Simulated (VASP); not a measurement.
# BiTe (I4mm) in VASP: notebook

BiTe is run at these levels: PBE; tasks: single point.

Program: VASP 6.6.1. These are calculated values, not measurements. Logs are shortened: lines on timing, memory, paths and dates and some standing lists are left out, and cuts for length are marked.

### 1 The cell of the first run

The structure is tetragonal, space group I4mm (No. 107). The conventional cell has a = 4.575 Å, b = 4.575 Å, c = 6.470 Å, α = 90.00°, β = 90.00°, γ = 90.00°. Bi (site symmetry 4mm) has 6 Te at 3.12 to 3.35 Å within 4.1 Å. Te (site symmetry 4mm) has 6 Bi at 3.12 to 3.35 Å within 4.1 Å.

### 2 Single point, PBE (all Te atoms moved +0.113 Å, as atom 2 along Cartesian [0 1 0])

INCAR

```
PREC = Accurate ; ENCUT = 520
EDIFF = 1E-6 ; ISMEAR = 0
SIGMA = 0.15 ; LREAL = F
LASPH = T ; NELM = 80
ALGO = Normal ; ISIF = 2
LWAVE = F ; LCHARG = F
GGA = PE ; NBANDS = 18
```

KPOINTS

```
regular mesh
0
Gamma
  14 14 14
```

POSCAR

```
BiTe
1.0
    0.0000000000      3.2350000000      3.2350000000
    3.2350000000      0.0000000000      3.2350000000
    3.2350000000      3.2350000000      0.0000000000
Bi Te
1 1
Direct
    0.0000000000      0.0000000000      0.0000000000
    0.5173879444      0.4826120556      0.5173879444
```

Potentials or basis: VASP PAW PBE potentials, release 64 (Bi_d, Te).

On the command line:

```
> cat potpaw_PBE.64/Bi_d/POTCAR potpaw_PBE.64/Te/POTCAR > POTCAR
> mpirun -np 1 vasp_std > vasp.out
```

OUTCAR:

```text
PREC = Accurate
   ENCUT = 520
   EDIFF = 1E-6
   ISMEAR = 0
   LREAL = F
   LASPH = T
   NELM = 80
   ISIF = 2
   GGA = PE

 ion  position               nearest neighbor table
   1  0.000  0.000  0.000-   2 3.12   2 3.24   2 3.24   2 3.24   2 3.24   2 3.35
   2  0.517  0.483  0.517-   1 3.12   1 3.24   1 3.24   1 3.24   1 3.24   1 3.35

  LATTYP: Found a face centered cubic cell.
 ALAT       =     6.4700000000

  Lattice vectors:

 A1 = (   0.0000000000,   3.2350000000,   3.2350000000)
 A2 = (   3.2350000000,   0.0000000000,   3.2350000000)
 A3 = (   3.2350000000,   3.2350000000,   0.0000000000)

Analysis of symmetry for initial positions (statically):
=====================================================================
 Subroutine PRICEL returns:
 Original cell was already a primitive cell.

 Routine SETGRP: Setting up the symmetry group for a
 face centered cubic supercell.

 Subroutine GETGRP returns: Found  8 space group operations
 (whereof  8 operations were pure point group operations)
 out of a pool of 48 trial point group operations.

The static configuration has the point symmetry C_4v.

Analysis of symmetry for dynamics (positions and initial velocities):
=====================================================================
 Subroutine PRICEL returns:
 Original cell was already a primitive cell.

 Routine SETGRP: Setting up the symmetry group for a
 face centered cubic supercell.

 Subroutine GETGRP returns: Found  8 space group operations
 (whereof  8 operations were pure point group operations)
 out of a pool of 48 trial point group operations.

The dynamic configuration has the point symmetry C_4v.

 Subroutine INISYM returns: Found  8 space group operations
 (whereof  8 operations are pure point group operations),
 and found     1 'primitive' translations

----------------------------------------------------------------------------------------

                                     Primitive cell

  volume of cell :      67.7100

  direct lattice vectors                    reciprocal lattice vectors
     0.000000000  3.235000000  3.235000000    -0.154559505  0.154559505  0.154559505
     3.235000000  0.000000000  3.235000000     0.154559505 -0.154559505  0.154559505
     3.235000000  3.235000000  0.000000000     0.154559505  0.154559505 -0.154559505

  length of vectors
     4.574980874  4.574980874  4.574980874     0.267704916  0.267704916  0.267704916

  position of ions in fractional coordinates (direct lattice)
     0.000000000  0.000000000  0.000000000
     0.517387944  0.482612056  0.517387944

  ion indices of the primitive-cell ions
   primitive index   ion index
                 1           1
                 2           2

----------------------------------------------------------------------------------------

 KPOINTS: regular mesh

Automatic generation of k-mesh.
 Grid dimensions read from file:
 generate k-points for:   14   14   14

 Generating k-lattice:

  Cartesian coordinates                     Fractional coordinates (reciprocal lattice)
    -0.011039965  0.011039965  0.011039965     0.071428571  0.000000000  0.000000000
     0.011039965 -0.011039965  0.011039965     0.000000000  0.071428571  0.000000000
     0.011039965  0.011039965 -0.011039965     0.000000000  0.000000000  0.071428571

  Length of vectors
     0.019121780  0.019121780  0.019121780

  Shift w.r.t. Gamma in fractional coordinates (k-lattice)
     0.000000000  0.000000000  0.000000000

 Subroutine IBZKPT returns following result:
 ===========================================

 Found    244 irreducible k-points:

 Following reciprocal coordinates:
            Coordinates               Weight
  0.000000  0.000000  0.000000      1.000000
  0.071429  0.000000  0.000000      8.000000
  0.142857  0.000000  0.000000      8.000000
  0.214286  0.000000  0.000000      8.000000
  0.285714  0.000000  0.000000      8.000000
  0.357143  0.000000  0.000000      8.000000
[... 16 lines left out ...]
 -0.428571  0.071429  0.000000     16.000000
  0.071429  0.000000 -0.428571      8.000000
 [... further k-points ...]
   k-points           NKPTS =    244   k-points in BZ     NKDIM =    244   number of bands    NBANDS=     18
   number of dos      NEDOS =    301   number of ions     NIONS =      2
   total plane-waves  NPLWV =  46656
   dimension x,y,z NGX =    36 NGY =   36 NGZ =   36
   dimension x,y,z NGXF=    72 NGYF=   72 NGZF=   72
   ions per type =               1   1
   NGX,Y,Z   is equivalent  to a cutoff of  13.08, 13.08, 13.08 a.u.
   NGXF,Y,Z  is equivalent  to a cutoff of  26.16, 26.16, 26.16 a.u.
 SYSTEM =  unknown system
   PREC   = accura    normal or accurate (medium, high low for compatibility)
   ISTART =      0    job   : 0-new  1-cont  2-samecut
   ICHARG =      2    charge: 1-file 2-atom 10-const
   ISPIN  =      1    spin polarized calculation?
   LNONCOLLINEAR =      F non collinear calculations
   LSORBIT =      F    spin-orbit coupling
   LASPH  =      T    aspherical Exc in radial PAW
   ENCUT  =  520.0 eV  38.22 Ry    6.18 a.u.   8.51  8.51  8.51*2*pi/ulx,y,z
   NELM   =     80;   NELMIN=  2; NELMDL= -5     # of ELM steps
   EDIFF  = 0.1E-05   stopping-criterion for ELM
   LREAL  =      F    real-space projection
   EDIFFG = 0.1E-04   stopping-criterion for IOM
   NSW    =      0    number of steps for IOM
   IBRION =     -1    ionic relax: 0-MD 1-quasi-New 2-CG
   NFREE  =      0    steps in history (QN), initial steepest desc. (CG)
   ISIF   =      2    stress and relaxation
   ISYM   =      2    0-nonsym 1-usesym 2-fastsym
   POTIM  = 0.5000    time-step for ionic-motion
   TEBEG  =    0.0;   TEEND  =   0.0 temperature during run
   PSTRESS=    0.0 pullay stress
   NELECT =      21.0000    total number of electrons
   NUPDOWN=      -1.0000    fix difference up-down
   EMIN   =  10.00;   EMAX   =-10.00  energy-range for DOS
   EFERMI =   0.00;   METHOD = LEGACY
   ISMEAR =     0;   SIGMA  =   0.15  broadening in eV -4-tet -1-fermi 0-gaus
   EFERMI_NEDOS =   21; number of points for ismear=-14 and -15
   IALGO  =     38    algorithm
   IMIX   =      4    mixing-type and parameters
     AMIX     =   0.40;   BMIX     =  1.00
     AMIX_MAG =   1.60;   BMIX_MAG =  1.00
  volume/ion in A,a.u.               =      33.86       228.46
  Fermi-wavevector in a.u.,A,eV,Ry     =   1.108146  2.094092 16.707785  1.227988
  Thomas-Fermi vector in A             =   2.244669
   LORBIT       =      0    0 simple, 1 ext, 2 COOP (PROOUT), +10 PAW based schemes
   GGA     = PE    functional components
   LHFCALC =     F    Hartree Fock is set to
   AEXX    =    0.0000 exact exchange contribution
   IVDW    =     0    specifies the selected vdW correction
   LEPSILON=     F    determine dielectric tensor
   LRPA    =     F    only Hartree local field effects (RPA)
 non-spin polarized calculation
 Gauss-broadening in eV      SIGMA  =   0.15
  energy-cutoff  :      520.00
  volume of cell :       67.71
 maximum number of plane-waves:      1845
 NGX is ok and might be reduce to    36
   NGX = 17   NGY = 17   NGZ = 17

 number of electron      21.0000000 magnetization

 Free energy of the ion-electron system (eV)
  ---------------------------------------------------
  ext. energy  EPLUGINS =         0.00000000
  ---------------------------------------------------
  free energy    TOTEN  =        -7.16394459 eV

  energy without entropy =       -7.14800780  energy(sigma->0) =       -7.15597619

 E-fermi :   6.6879     XC(G=0):  -9.4324

 val. band max:        6.6842718211   @ k =  -0.3571   0.4286   0.2143
 cond. band min:       6.7002696209   @ k =   0.1429   0.0000  -0.4286
 fundamental gap:      0.0159977999
 Fermi energy:         6.6878965538

 k-point     1 :       0.0000    0.0000    0.0000
  band No.  band energies     occupation
      1     -16.5010      2.00000
      2     -16.4948      2.00000
      3     -16.4948      2.00000
      4     -16.4927      2.00000
      5     -16.4898      2.00000
      6      -6.8860      2.00000
[... 10 lines left out ...]
     17      12.7532      0.00000
     18      13.2004      0.00000

 k-point     2 :       0.0714    0.0000    0.0000
  band No.  band energies     occupation
      1     -16.5011      2.00000
      2     -16.4947      2.00000
      3     -16.4946      2.00000
      4     -16.4928      2.00000
      5     -16.4896      2.00000
      6      -6.8404      2.00000
[... 10 lines left out ...]
     17      13.0818      0.00000
     18      13.5579      0.00000

 k-point     3 :       0.1429    0.0000    0.0000
  band No.  band energies     occupation
      1     -16.5016      2.00000
      2     -16.4945      2.00000
      3     -16.4942      2.00000
      4     -16.4926      2.00000
      5     -16.4890      2.00000
      6      -6.7044      2.00000
[... 10 lines left out ...]
     17      13.8904      0.00000
     18      14.2893      0.00000

 k-point     4 :       0.2143    0.0000    0.0000
  band No.  band energies     occupation
      1     -16.5025      2.00000
      2     -16.4952      2.00000
      3     -16.4936      2.00000
      4     -16.4914      2.00000
      5     -16.4879      2.00000
      6      -6.4799      2.00000
[... 10 lines left out ...]
     17      14.9158      0.00000
     18      15.2767      0.00000

 k-point     5 :       0.2857    0.0000    0.0000
  band No.  band energies     occupation
      1     -16.5034      2.00000
      2     -16.4963      2.00000
      3     -16.4930      2.00000
      4     -16.4898      2.00000
      5     -16.4867      2.00000
      6      -6.1711      2.00000
[... 10 lines left out ...]
     17      15.8667      0.00000
     18      16.4022      0.00000

 k-point     6 :       0.3571    0.0000    0.0000
  band No.  band energies     occupation
      1     -16.5044      2.00000
      2     -16.4973      2.00000
      3     -16.4925      2.00000
      4     -16.4883      2.00000
      5     -16.4855      2.00000
      6      -5.7854      2.00000
[... 307 lines left out ...]
 k-point    21 :       0.5000    0.0714    0.0000
  band No.  band energies     occupation
      1     -16.5050      2.00000
      2     -16.4982      2.00000
      3     -16.4919      2.00000
      4     -16.4872      2.00000
      5     -16.4841      2.00000
      6      -5.0389      2.00000
[... 10 lines left out ...]
     17      14.9703      0.00000
     18      15.9349      0.00000

 k-point    22 :       0.0714    0.0000    0.5000
  band No.  band energies     occupation
      1     -16.5057      2.00000
      2     -16.4977      2.00000
      3     -16.4917      2.00000
      4     -16.4868      2.00000
      5     -16.4847      2.00000
      6      -5.0342      2.00000
[... 10 lines left out ...]
     17      14.9483      0.00000
     18      15.9235      0.00000

 k-point    23 :      -0.4286    0.0714    0.0000
  band No.  band energies     occupation
      1     -16.5051      2.00000
      2     -16.4981      2.00000
      3     -16.4918      2.00000
      4     -16.4872      2.00000
      5     -16.4845      2.00000
      6      -5.1640      2.00000
[... 10 lines left out ...]
     17      15.3077      0.00000
     18      16.2915      0.00000

 k-point    24 :       0.0714    0.0000   -0.4286
  band No.  band energies     occupation
      1     -16.5053      2.00000
      2     -16.4978      2.00000
      3     -16.4919      2.00000
      4     -16.4873      2.00000
      5     -16.4844      2.00000
      6      -5.1649      2.00000
[... 10 lines left out ...]
     17      15.3034      0.00000
     18      16.2988      0.00000

 [... further k-points ...]
[... 5 lines left out ...]
  --------------------------------------------------------------------------------------
  -------------------------------------------------------------------------------------
  Total        0.3396539      0.4745639      0.3396539      0.0000000      0.0000000      0.0000000
  in kB        8.0370060     11.2292923      8.0370060      0.0000000      0.0000000      0.0000000
  external PRESSURE =       9.1011014 kB  Pullay stress =       0.0000000 kB

 VOLUME and BASIS-vectors are now :
 -----------------------------------------------------------------------------
  energy-cutoff  :      520.00
  volume of cell :       67.71
      direct lattice vectors                 reciprocal lattice vectors
     0.000000000  3.235000000  3.235000000    -0.154559505  0.154559505  0.154559505
     3.235000000  0.000000000  3.235000000     0.154559505 -0.154559505  0.154559505
     3.235000000  3.235000000  0.000000000     0.154559505  0.154559505 -0.154559505

 POSITION                                       TOTAL-FORCE (eV/Angst)
 -----------------------------------------------------------------------------------
      0.00000      0.00000      0.00000         0.000000      0.287055      0.000000
      3.23500      3.34750      3.23500         0.000000     -0.287055      0.000000
 -----------------------------------------------------------------------------------
    total drift:                               -0.000000     -0.000192     -0.000000

  FREE ENERGIE OF THE ION-ELECTRON SYSTEM (eV)
  ---------------------------------------------------
  free  energy   TOTEN  =        -7.1639445884 eV

  energy  without entropy=       -7.1480077955  energy(sigma->0) =       -7.15597619
```

Run time: 82 s. Hardware: 1 thread of Intel Xeon 6975P-C (Granite Rapids), shared host; peak memory 0.43 GiB.

Results:

| Item | Value |
| --- | --- |
| Free energy | -7.1639 eV |
| Pressure | 0.9 GPa |
| Largest force | 0.287 eV/Å |

Forces on the atoms (eV/Å):
```
Bi   0.000  0.287  0.000
Te   0.000 -0.287  0.000
```

Caveat: the cell differs from its parent crystal (all Te atoms moved +0.113 Å, as atom 2 along Cartesian [0 1 0]); spin-orbit coupling is left out, which moves the levels of the heavy elements.

### 3 Single point, PBE (all Te atoms moved +0.037 Å, as atom 2 along Cartesian [0 1 0])

INCAR

```
SYSTEM = BiTe
ALGO = Normal
EDIFF = 1E-7
ENCUT = 520
GGA = PE
ISIF = 2
ISMEAR = 0
LASPH = .True.
LCHARG = .False.
LREAL = .False.
LWAVE = .False.
NBANDS = 18
NELM = 80
PREC = Accurate
SIGMA = 0.15
```

KPOINTS

```
k-points
0
Gamma
  14 14 14
  0 0 0
```

Changes to POSCAR since step 2:

```diff
@@ -9,2 +9,2 @@
     0.0000000000      0.0000000000      0.0000000000
-    0.5173879444      0.4826120556      0.5173879444
+    0.5057959815      0.4942040185      0.5057959815
```

Potentials or basis: VASP PAW PBE potentials, release 64 (Bi_d, Te).

On the command line:

```
> cat potpaw_PBE.64/Bi_d/POTCAR potpaw_PBE.64/Te/POTCAR > POTCAR
> mpirun -np 1 vasp_std > vasp.out
```

Wall time 98 s (1 thread of Intel Xeon 6975P-C (Granite Rapids), shared host); peak memory 0.42 GiB.

Results (log left out):

* Free energy: -7.1781 eV
* Pressure: 0.7 GPa
* Largest force: 0.093 eV/Å

Forces on the atoms (eV/Å):
```
Bi   0.000  0.093  0.000
Te   0.000 -0.093  0.000
```

Levels at points of the mesh, in eV from the Fermi level:
```csv
k point,band 6,band 7,band 8,band 9,band 10,band 11,band 12,band 13,band 14,band 15
"(0.00, 0.00, 0.00)",-13.54,-8.14,-2.57,-2.56,-2.56,2.13,2.13,2.14,4.65,4.66
"(0.50, 0.00, 0.00)",-11.60,-11.26,-1.95,-1.94,-1.62,-0.83,-0.64,-0.63,7.30,7.76
"(0.50, 0.50, 0.00)",-11.79,-9.97,-5.67,-4.03,-4.03,2.21,3.58,3.59,4.94,8.65
"(0.50, 0.00, 0.50)",-11.78,-9.98,-5.67,-4.03,-4.03,2.23,3.57,3.57,4.95,8.65
```

Caveat: the cell differs from its parent crystal (all Te atoms moved +0.037 Å, as atom 2 along Cartesian [0 1 0]); spin-orbit coupling is left out, which moves the levels of the heavy elements.
